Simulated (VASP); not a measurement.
Runs of VASP 6.6.1 on Tl. The structure is that of space group Im-3m (No. 229), or close to it. The cells are those of the table. 

```csv
cell,gap on the mesh (eV),pressure (GPa)
"a = 3.250 Å, angles 108.8, 108.8, 110.9°, 1 atom",none,3.5
"a = 3.251 Å, angles 110.9, 110.9, 106.7°, 1 atom",none,3.5
"a = 3.530 Å, angles 109.5°, 1 atom",none,(a)
"a = 3.446 Å, angles 109.5°, 1 atom",none,(b)
"a = 3.334 Å, angles 108.8, 108.8, 110.8°, 1 atom",none,0.0
"a = 3.278 Å, angles 109.5°, 1 atom",none,2.1
"a = 3.474 Å, angles 110.1, 110.1, 108.2°, 1 atom",none,-3.3
"a = 3.194 Å, angles 109.5°, 1 atom",none,6.7
```

Alike in all rows: task single point; level PBEsol; potentials or basis VASP PAW PBE potentials, release 64 (Tl_d); no spin polarisation; k mesh 18 × 18 × 18; cutoff (eV) 520; smearing gaussian 0.15 eV.

Q: Fill in the values left out.

A: (a) -4.0; (b) -2.8.

Caveats: the PAW data sets were made with another functional, which shifts forces and pressure a little; spin-orbit coupling is left out, which moves the levels of the heavy elements; the cell stands under pressure (at least some runs); the cell stands under tension (at least some runs).

A k mesh can miss the band edges, and the runs leave out spin-orbit coupling on Tl.

A gap of «none» marks levels without a gap at the run's occupations.
